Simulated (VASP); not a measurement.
# Ba (Pm-3m) in VASP: notebook, part 2 of 2

VASP 6.6.1. Earlier steps stand in the parts before.

## Step 3: Single point, PBEsol

This run uses another cell than the first one, of 55.41 Å³/atom.

Contents of INCAR:

```
SYSTEM = Ba
PREC = Accurate
ENCUT = 500
EDIFF = 1E-6
ISMEAR = 0
SIGMA = 0.1
LREAL = .FALSE.
LASPH = .TRUE.
NELM = 120
ALGO = Normal
ISIF = 2
LWAVE = .FALSE.
LCHARG = .TRUE.
GGA = PS
LELF = .TRUE.
LVHAR = .TRUE.
NBANDS = 11
GGA_COMPAT = .FALSE.
```

Contents of KPOINTS:

```
Automatic mesh
0
G
  10 10 10
  0 0 0
```

Contents of POSCAR:

```
Ba
1.0
    3.8124342223      0.0000000000      0.0000000000
    0.0000000000      3.8124342223      0.0000000000
    0.0000000000      0.0000000000      3.8124342223
Ba
1
Direct
    0.0000000000      0.0000000000      0.0000000000
```

Potentials or basis: VASP PAW PBE potentials, release 64 (Ba_sv).

Command:

```sh
$ cat potpaw_PBE.64/Ba_sv/POTCAR > POTCAR
$ mpirun -np 1 vasp_std > vasp.out
```

OUTCAR:

```text
SYSTEM = Ba
   PREC = Accurate
   ENCUT = 500
   EDIFF = 1E-6
   ISMEAR = 0
   LREAL = .FALSE.
   LASPH = .TRUE.
   NELM = 120
   ISIF = 2
   GGA = PS

 ion  position               nearest neighbor table
   1  0.000  0.000  0.000-

  LATTYP: Found a simple cubic cell.
 ALAT       =     3.8124342223

  Lattice vectors:

 A1 = (   3.8124342223,   0.0000000000,   0.0000000000)
 A2 = (   0.0000000000,   3.8124342223,   0.0000000000)
 A3 = (   0.0000000000,   0.0000000000,   3.8124342223)

Analysis of symmetry for initial positions (statically):
=====================================================================
 Subroutine PRICEL returns:
 Original cell was already a primitive cell.

 Routine SETGRP: Setting up the symmetry group for a
 simple cubic supercell.

 Subroutine GETGRP returns: Found 48 space group operations
 (whereof 48 operations were pure point group operations)
 out of a pool of 48 trial point group operations.

The static configuration has the point symmetry O_h .

Analysis of symmetry for dynamics (positions and initial velocities):
=====================================================================
 Subroutine PRICEL returns:
 Original cell was already a primitive cell.

 Routine SETGRP: Setting up the symmetry group for a
 simple cubic supercell.

 Subroutine GETGRP returns: Found 48 space group operations
 (whereof 48 operations were pure point group operations)
 out of a pool of 48 trial point group operations.

The dynamic configuration has the point symmetry O_h .

 Subroutine INISYM returns: Found 48 space group operations
 (whereof 48 operations are pure point group operations),
 and found     1 'primitive' translations

----------------------------------------------------------------------------------------

                                     Primitive cell

  volume of cell :      55.4124

  direct lattice vectors                    reciprocal lattice vectors
     3.812434222  0.000000000  0.000000000     0.262299607  0.000000000  0.000000000
     0.000000000  3.812434222  0.000000000     0.000000000  0.262299607  0.000000000
     0.000000000  0.000000000  3.812434222     0.000000000  0.000000000  0.262299607

  length of vectors
     3.812434222  3.812434222  3.812434222     0.262299607  0.262299607  0.262299607

  position of ions in fractional coordinates (direct lattice)
     0.000000000  0.000000000  0.000000000

  ion indices of the primitive-cell ions
   primitive index   ion index
                 1           1

----------------------------------------------------------------------------------------

 KPOINTS: Automatic mesh

Automatic generation of k-mesh.
 Grid dimensions read from file:
 generate k-points for:   10   10   10

 Generating k-lattice:

  Cartesian coordinates                     Fractional coordinates (reciprocal lattice)
     0.026229961  0.000000000  0.000000000     0.100000000  0.000000000  0.000000000
     0.000000000  0.026229961  0.000000000     0.000000000  0.100000000  0.000000000
     0.000000000  0.000000000  0.026229961     0.000000000  0.000000000  0.100000000

  Length of vectors
     0.026229961  0.026229961  0.026229961

  Shift w.r.t. Gamma in fractional coordinates (k-lattice)
     0.000000000  0.000000000  0.000000000

 Subroutine IBZKPT returns following result:
 ===========================================

 Found     56 irreducible k-points:

 Following reciprocal coordinates:
            Coordinates               Weight
  0.000000  0.000000  0.000000      1.000000
  0.100000  0.000000  0.000000      6.000000
  0.200000  0.000000  0.000000      6.000000
  0.300000  0.000000  0.000000      6.000000
  0.400000  0.000000  0.000000      6.000000
  0.500000  0.000000  0.000000      3.000000
[... 16 lines left out ...]
  0.200000  0.100000  0.100000     24.000000
  0.300000  0.100000  0.100000     24.000000
 [... further k-points ...]
   k-points           NKPTS =     56   k-points in BZ     NKDIM =     56   number of bands    NBANDS=     11
   number of dos      NEDOS =    301   number of ions     NIONS =      1
   total plane-waves  NPLWV =  21952
   dimension x,y,z NGX =    28 NGY =   28 NGZ =   28
   dimension x,y,z NGXF=    56 NGYF=   56 NGZF=   56
   ions per type =               1
   NGX,Y,Z   is equivalent  to a cutoff of  12.21, 12.21, 12.21 a.u.
   NGXF,Y,Z  is equivalent  to a cutoff of  24.42, 24.42, 24.42 a.u.
 SYSTEM =  Ba
   PREC   = accura    normal or accurate (medium, high low for compatibility)
   ISTART =      0    job   : 0-new  1-cont  2-samecut
   ICHARG =      2    charge: 1-file 2-atom 10-const
   ISPIN  =      1    spin polarized calculation?
   LNONCOLLINEAR =      F non collinear calculations
   LSORBIT =      F    spin-orbit coupling
   LASPH  =      T    aspherical Exc in radial PAW
   ENCUT  =  500.0 eV  36.75 Ry    6.06 a.u.   6.95  6.95  6.95*2*pi/ulx,y,z
   NELM   =    120;   NELMIN=  2; NELMDL= -5     # of ELM steps
   EDIFF  = 0.1E-05   stopping-criterion for ELM
   LREAL  =      F    real-space projection
   EDIFFG = 0.1E-04   stopping-criterion for IOM
   NSW    =      0    number of steps for IOM
   IBRION =     -1    ionic relax: 0-MD 1-quasi-New 2-CG
   NFREE  =      0    steps in history (QN), initial steepest desc. (CG)
   ISIF   =      2    stress and relaxation
   ISYM   =      2    0-nonsym 1-usesym 2-fastsym
   POTIM  = 0.5000    time-step for ionic-motion
   TEBEG  =    0.0;   TEEND  =   0.0 temperature during run
   PSTRESS=    0.0 pullay stress
   NELECT =      10.0000    total number of electrons
   NUPDOWN=      -1.0000    fix difference up-down
   EMIN   =  10.00;   EMAX   =-10.00  energy-range for DOS
   EFERMI =   0.00;   METHOD = LEGACY
   ISMEAR =     0;   SIGMA  =   0.10  broadening in eV -4-tet -1-fermi 0-gaus
   EFERMI_NEDOS =   21; number of points for ismear=-14 and -15
   IALGO  =     38    algorithm
   IMIX   =      4    mixing-type and parameters
     AMIX     =   0.40;   BMIX     =  1.00
     AMIX_MAG =   1.60;   BMIX_MAG =  1.00
  volume/ion in A,a.u.               =      55.41       373.94
  Fermi-wavevector in a.u.,A,eV,Ry     =   0.925136  1.748254 11.644920  0.855878
  Thomas-Fermi vector in A             =   2.050958
   LORBIT       =      0    0 simple, 1 ext, 2 COOP (PROOUT), +10 PAW based schemes
   GGA     = PS    functional components
   LHFCALC =     F    Hartree Fock is set to
   AEXX    =    0.0000 exact exchange contribution
   IVDW    =     0    specifies the selected vdW correction
   LEPSILON=     F    determine dielectric tensor
   LRPA    =     F    only Hartree local field effects (RPA)
 non-spin polarized calculation
 Gauss-broadening in eV      SIGMA  =   0.10
  energy-cutoff  :      500.00
  volume of cell :       55.41
 maximum number of plane-waves:      1427
 NGX is ok and might be reduce to    28
   NGX = 13   NGY = 13   NGZ = 13

 number of electron      10.0000001 magnetization

 Free energy of the ion-electron system (eV)
  ---------------------------------------------------
  ext. energy  EPLUGINS =         0.00000000
  ---------------------------------------------------
  free energy    TOTEN  =        -1.84683210 eV

  energy without entropy =       -1.84171679  energy(sigma->0) =       -1.84427444

 E-fermi :   1.9144     XC(G=0):  -7.9209

 val. band max:        1.8865872456   @ k =   0.1000   0.0000   0.0000
 cond. band min:       1.9275536136   @ k =   0.5000   0.5000   0.4000
 fundamental gap:      0.0409663680
 Fermi energy:         1.9143834661

 k-point     1 :       0.0000    0.0000    0.0000
  band No.  band energies     occupation
      1     -27.1119      2.00000
      2     -11.8149      2.00000
      3     -11.8149      2.00000
      4     -11.8149      2.00000
      5      -0.7133      2.00000
      6       1.8350      1.73862
      7       1.8350      1.73862
      8       7.3296      0.00000
      9       7.3296      0.00000
     10       7.3296      0.00000
     11      10.1151      0.00000

 k-point     2 :       0.1000    0.0000    0.0000
  band No.  band energies     occupation
      1     -27.1035      2.00000
      2     -11.9181      2.00000
      3     -11.8062      2.00000
      4     -11.8062      2.00000
      5      -0.5446      2.00000
      6       1.8866      1.30575
      7       2.0262      0.11370
      8       6.8777      0.00000
      9       6.8777      0.00000
     10       7.3572      0.00000
     11       9.4355      0.00000
[... 295 lines left out ...]
 k-point    24 :       0.3000    0.1000    0.1000
  band No.  band energies     occupation
      1     -27.0372      2.00000
      2     -12.4477      2.00000
      3     -11.8498      2.00000
      4     -11.8387      2.00000
      5       0.7580      2.00000
      6       2.5341      0.00000
      7       3.0544      0.00000
      8       4.9225      0.00000
      9       5.2239      0.00000
     10       6.7369      0.00000
     11       8.6872      0.00000

 [... further k-points ...]
[... 5 lines left out ...]
  --------------------------------------------------------------------------------------
  -------------------------------------------------------------------------------------
  Total        0.0797370      0.0797370      0.0797370     -0.0000000     -0.0000000      0.0000000
  in kB        2.3054918      2.3054918      2.3054918     -0.0000000     -0.0000000      0.0000000
  external PRESSURE =       2.3054918 kB  Pullay stress =       0.0000000 kB

 VOLUME and BASIS-vectors are now :
 -----------------------------------------------------------------------------
  energy-cutoff  :      500.00
  volume of cell :       55.41
      direct lattice vectors                 reciprocal lattice vectors
     3.812434222  0.000000000  0.000000000     0.262299607  0.000000000  0.000000000
     0.000000000  3.812434222  0.000000000     0.000000000  0.262299607  0.000000000
     0.000000000  0.000000000  3.812434222     0.000000000  0.000000000  0.262299607

 POSITION                                       TOTAL-FORCE (eV/Angst)
 -----------------------------------------------------------------------------------
      0.00000      0.00000      0.00000         0.000000      0.000000      0.000000
 -----------------------------------------------------------------------------------
    total drift:                                0.000000      0.000000      0.000000

  FREE ENERGIE OF THE ION-ELECTRON SYSTEM (eV)
  ---------------------------------------------------
  free  energy   TOTEN  =        -1.8468320970 eV

  energy  without entropy=       -1.8417167908  energy(sigma->0) =       -1.84427444
```

It took 35 s on 1 thread of AMD EPYC 7R13, shared host; peak memory 0.15 GiB.

What came out:

```yaml
Free_energy: -1.8468 eV
Pressure: 0.2 GPa
Band_gap_on_the_k_mesh: zero (bands 5 and 6 overlap by 0.20 eV)
```

Caveat: the PAW data sets were made with another functional, which shifts forces and pressure a little; spin-orbit coupling is left out, which moves the levels of the heavy elements.

## Step 4: Single point, PBEsol

This run uses another cell than the first one, of 55.41 Å³/atom.

Contents of INCAR:

```
PREC = Accurate
ENCUT = 500
EDIFF = 1E-6
ISMEAR = 0
SIGMA = 0.1
LREAL = F
LASPH = T
NELM = 120
ALGO = Normal
ISIF = 2
LWAVE = F
LCHARG = F
GGA = PS
NBANDS = 11
GGA_COMPAT = F
```

Contents of KPOINTS:

```
Automatic mesh
0
Gamma
  12 12 12
```

POSCAR is that of step 3.

Potentials or basis: VASP PAW PBE potentials, release 64 (Ba_sv).

Command:

```sh
$ cat potpaw_PBE.64/Ba_sv/POTCAR > POTCAR
$ mpirun -np 1 vasp_std > vasp.out
```

OUTCAR:

```text
PREC = Accurate
   ENCUT = 500
   EDIFF = 1E-6
   ISMEAR = 0
   LREAL = F
   LASPH = T
   NELM = 120
   ISIF = 2
   GGA = PS

 ion  position               nearest neighbor table
   1  0.000  0.000  0.000-

  LATTYP: Found a simple cubic cell.
 ALAT       =     3.8124342223

  Lattice vectors:

 A1 = (   3.8124342223,   0.0000000000,   0.0000000000)
 A2 = (   0.0000000000,   3.8124342223,   0.0000000000)
 A3 = (   0.0000000000,   0.0000000000,   3.8124342223)

Analysis of symmetry for initial positions (statically):
=====================================================================
 Subroutine PRICEL returns:
 Original cell was already a primitive cell.

 Routine SETGRP: Setting up the symmetry group for a
 simple cubic supercell.

 Subroutine GETGRP returns: Found 48 space group operations
 (whereof 48 operations were pure point group operations)
 out of a pool of 48 trial point group operations.

The static configuration has the point symmetry O_h .

Analysis of symmetry for dynamics (positions and initial velocities):
=====================================================================
 Subroutine PRICEL returns:
 Original cell was already a primitive cell.

 Routine SETGRP: Setting up the symmetry group for a
 simple cubic supercell.

 Subroutine GETGRP returns: Found 48 space group operations
 (whereof 48 operations were pure point group operations)
 out of a pool of 48 trial point group operations.

The dynamic configuration has the point symmetry O_h .

 Subroutine INISYM returns: Found 48 space group operations
 (whereof 48 operations are pure point group operations),
 and found     1 'primitive' translations

----------------------------------------------------------------------------------------

                                     Primitive cell

  volume of cell :      55.4124

  direct lattice vectors                    reciprocal lattice vectors
[... 106 lines left out ...]
  volume/ion in A,a.u.               =      55.41       373.94
  Fermi-wavevector in a.u.,A,eV,Ry     =   0.925136  1.748254 11.644920  0.855878
  Thomas-Fermi vector in A             =   2.050958
   LORBIT       =      0    0 simple, 1 ext, 2 COOP (PROOUT), +10 PAW based schemes
   GGA     = PS    functional components
   LHFCALC =     F    Hartree Fock is set to
   AEXX    =    0.0000 exact exchange contribution
   IVDW    =     0    specifies the selected vdW correction
   LEPSILON=     F    determine dielectric tensor
   LRPA    =     F    only Hartree local field effects (RPA)
 non-spin polarized calculation
 Gauss-broadening in eV      SIGMA  =   0.10
  energy-cutoff  :      500.00
  volume of cell :       55.41
 maximum number of plane-waves:      1434
 NGX is ok and might be reduce to    28
   NGX = 13   NGY = 13   NGZ = 13

 number of electron      10.0000001 magnetization

 Free energy of the ion-electron system (eV)
  ---------------------------------------------------
  ext. energy  EPLUGINS =         0.00000000
  ---------------------------------------------------
  free energy    TOTEN  =        -1.84973471 eV

  energy without entropy =       -1.84689477  energy(sigma->0) =       -1.84831474

 E-fermi :   1.8919     XC(G=0):  -7.9211

 val. band max:        1.8776245371   @ k =   0.5000   0.4167   0.4167
 cond. band min:       1.9173842794   @ k =   0.5000   0.1667   0.0833
 fundamental gap:      0.0397597423
 Fermi energy:         1.8918731284

 k-point     1 :       0.0000    0.0000    0.0000
  band No.  band energies     occupation
      1     -27.1150      2.00000
      2     -11.8177      2.00000
      3     -11.8177      2.00000
      4     -11.8177      2.00000
      5      -0.7131      2.00000
      6       1.8341      1.58569
      7       1.8341      1.58569
      8       7.3276      0.00000
      9       7.3276      0.00000
     10       7.3276      0.00000
     11      10.1152      0.00000
[... 309 lines left out ...]
 k-point    24 :       0.4167    0.3333    0.0000
  band No.  band energies     occupation
      1     -26.9667      2.00000
      2     -12.6173      2.00000
      3     -12.4347      2.00000
      4     -11.6657      2.00000
      5       1.1887      2.00000
      6       2.3221      0.00000
      7       4.7278      0.00000
      8       5.2409      0.00000
      9       5.3136      0.00000
     10       5.6912      0.00000
     11       8.8107      0.00000

 [... further k-points ...]
[... 5 lines left out ...]
  --------------------------------------------------------------------------------------
  -------------------------------------------------------------------------------------
  Total        0.0634754      0.0634754      0.0634754      0.0000000     -0.0000000      0.0000000
  in kB        1.8353094      1.8353094      1.8353094      0.0000000     -0.0000000      0.0000000
  external PRESSURE =       1.8353094 kB  Pullay stress =       0.0000000 kB

 VOLUME and BASIS-vectors are now :
 -----------------------------------------------------------------------------
  energy-cutoff  :      500.00
  volume of cell :       55.41
      direct lattice vectors                 reciprocal lattice vectors
     3.812434222  0.000000000  0.000000000     0.262299607  0.000000000  0.000000000
     0.000000000  3.812434222  0.000000000     0.000000000  0.262299607  0.000000000
     0.000000000  0.000000000  3.812434222     0.000000000  0.000000000  0.262299607

 POSITION                                       TOTAL-FORCE (eV/Angst)
 -----------------------------------------------------------------------------------
      0.00000      0.00000      0.00000         0.000000      0.000000      0.000000
 -----------------------------------------------------------------------------------
    total drift:                               -0.000000      0.000000      0.000000

  FREE ENERGIE OF THE ION-ELECTRON SYSTEM (eV)
  ---------------------------------------------------
  free  energy   TOTEN  =        -1.8497347129 eV

  energy  without entropy=       -1.8468947695  energy(sigma->0) =       -1.84831474
```

OSZICAR:

```text
N       E                     dE             d eps       ncg     rms          rms(c)
DAV:   1     0.521174583824E+02    0.52117E+02   -0.42922E+03  1848   0.739E+02
DAV:   2     0.520500786314E+00   -0.51597E+02   -0.50266E+02  2247   0.138E+02
DAV:   3    -0.180085665353E+01   -0.23214E+01   -0.23040E+01  2400   0.295E+01
DAV:   4    -0.186105380185E+01   -0.60197E-01   -0.59867E-01  2366   0.442E+00
DAV:   5    -0.186313107252E+01   -0.20773E-02   -0.20772E-02  2523   0.629E-01    0.217E+00
DAV:   6    -0.185405926181E+01    0.90718E-02   -0.11873E-02  2466   0.802E-01    0.125E+00
DAV:   7    -0.184962856458E+01    0.44307E-02   -0.17934E-02  2503   0.100E+00    0.681E-02
DAV:   8    -0.184973478695E+01   -0.10622E-03   -0.40422E-04  2271   0.168E-01    0.197E-02
DAV:   9    -0.184973471293E+01    0.74015E-07   -0.61558E-06  2446   0.165E-02
   1 F= -.18497347E+01 E0= -.18483147E+01  d E =-.283994E-02
```

stdout:

```text
POSCAR found type information on POSCAR Ba
 POSCAR found :  1 types and       1 ions
 scaLAPACK will be used
 -----------------------------------------------------------------------------
|                                                                             |
|                                                                             |
|     You enforced a specific xc type in the INCAR file but a different       |
|     I HOPE YOU KNOW WHAT YOU ARE DOING!                                     |
|                                                                             |
 -----------------------------------------------------------------------------

 LDA part: xc-table for (Slater+PW92), standard interpolation
 POSCAR, INCAR and KPOINTS ok, starting setup
 FFT: planning ... GRIDC
 FFT: planning ... GRID_SOFT
 FFT: planning ... GRID
 WAVECAR not read
 entering main loop
```

Run time: 44 s. Hardware: 1 thread of AMD EPYC 7R13, shared host; peak memory 0.16 GiB.

What came out:

```
Free energy            : -1.8497 eV
Pressure               : 0.2 GPa
Band gap on the k mesh : zero (bands 5 and 6 overlap by 0.27 eV)
```

Levels at points of the mesh, in eV from the Fermi level:
```
           k point  band 1  band 2  band 3  band 4  band 5  band 6  band 7  band 8  band 9  band 10
(0.00, 0.00, 0.00)  -29.01  -13.71  -13.71  -13.71   -2.60   -0.06   -0.06    5.44    5.44     5.44
(0.50, 0.00, 0.00)  -28.92  -14.67  -13.62  -13.62   -0.63    0.58    1.08    2.84    2.84     5.74
(0.50, 0.50, 0.00)  -28.83  -14.53  -14.53  -13.53   -1.18    0.78    3.41    3.41    3.86     3.86
(0.50, 0.50, 0.50)  -28.75  -14.40  -14.40  -14.40   -0.14   -0.14   -0.14    4.08    7.34     7.37
```

Caveat: the PAW data sets were made with another functional, which shifts forces and pressure a little; spin-orbit coupling is left out, which moves the levels of the heavy elements.

## Step 5: The runs side by side

| cell | k mesh | gap on the mesh (eV) | pressure (GPa) |
| --- | --- | --- | --- |
| a = 4.083 Å, 1 atom | 4 × 4 × 4 | none | -1.2 |
| a = 3.812 Å, 1 atom | 10 × 10 × 10 | none | 0.2 |
| a = 3.812 Å, 1 atom | 12 × 12 × 12 | none | 0.2 |

Alike in all rows: task single point; level PBEsol; potentials or basis VASP PAW PBE potentials, release 64 (Ba_sv); no spin polarisation; cutoff (eV) 500; smearing gaussian 0.1 eV.

Caveats: some runs use coarse meshes; the PAW data sets were made with another functional, which shifts forces and pressure a little; spin-orbit coupling is left out, which moves the levels of the heavy elements.

Total energies depend on the potentials used, so only differences within one code and one set of settings carry meaning.
